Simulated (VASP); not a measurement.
Input of a VASP 6.6.1 run:

File INCAR:

```
  PREC = Accurate
  ENCUT = 520
  EDIFF = 1E-6
  ISMEAR = -1
  SIGMA = 0.05
  LREAL = F
  LASPH = T
  NELM = 150
  ALGO = Normal
  ISIF = 2
  LWAVE = F
  LCHARG = F
  ISPIN = 2
  MAGMOM = 3 3
  LORBIT = 11
  LMAXMIX = 4
  GGA = PS
  NBANDS = 23
```

The input KPOINTS:

```
Automatic mesh
0
Gamma
  10 9 5
```

The input POSCAR:

```
Cr
1.0
    2.7140000000     -0.0542800000      0.0000000000
   -1.4040078589      2.3775329459      0.0000000000
    0.0000000000      0.0000000000      4.4100000000
Cr
2
Direct
    0.6666666667      0.3333333333      0.7500000000
    0.3333333333      0.6666666667      0.2500000000
```

Potentials or basis: VASP PAW PBE potentials, release 64 (Cr_pv).

Launch:

```console
$ cat potpaw_PBE.64/Cr_pv/POTCAR > POTCAR
$ mpirun -np 1 vasp_std > vasp.out
```

(1) Estimate the net moment.

(2) Predict the site moments.

Results:

(1) 1.14 μB per cell.

(2) Cr +0.53 μB.

Caveat: an empty level that is flat over the whole mesh can mark a ghost state of the potentials, or a narrow d or f band.
